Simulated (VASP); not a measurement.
A run of VASP 6.6.1 is set up as follows.

Contents of INCAR:

```
ALGO = Normal
EDIFF = 1E-6
ENCUT = 520
GGA = PE
ISIF = 2
ISMEAR = 0
LASPH = True
LCHARG = False
LREAL = False
LWAVE = False
NBANDS = 31
NELM = 80
PREC = Accurate
SIGMA = 0.02
```

The input KPOINTS:

```
k-points
0
Gamma
  12 12 12
```

The input POSCAR:

```
AlGa2N3
1.0
   -1.5923198453      1.5923198453      6.7358121300
    1.5923198453     -1.5923198453      6.7358121300
    1.5923198453      1.5923198453     -6.7358121300
Al Ga N
1 2 3
Direct
    0.5000000000      0.5000000000      0.0000000000
    0.8353917906      0.8353917906      0.0000000000
    0.1646082094      0.1646082094      0.0000000000
    0.4215164667      0.9215164667      0.5000000000
    0.0784835333      0.5784835333      0.5000000000
    0.7500000000      0.2500000000      0.5000000000
```

Potentials or basis: VASP PAW PBE potentials, release 64 (Al, Ga_d, N).

Command:

```console
$ cat potpaw_PBE.64/Al/POTCAR potpaw_PBE.64/Ga_d/POTCAR potpaw_PBE.64/N/POTCAR > POTCAR
$ mpirun -np 1 vasp_std > vasp.out
```

(1) Estimate the largest force.

(2) What does it give for the pressure?

(3) Predict the band gap on the k mesh.

Results:

(1) 0.025 eV/Å.

(2) 0.0 GPa.

(3) 2.25 eV.
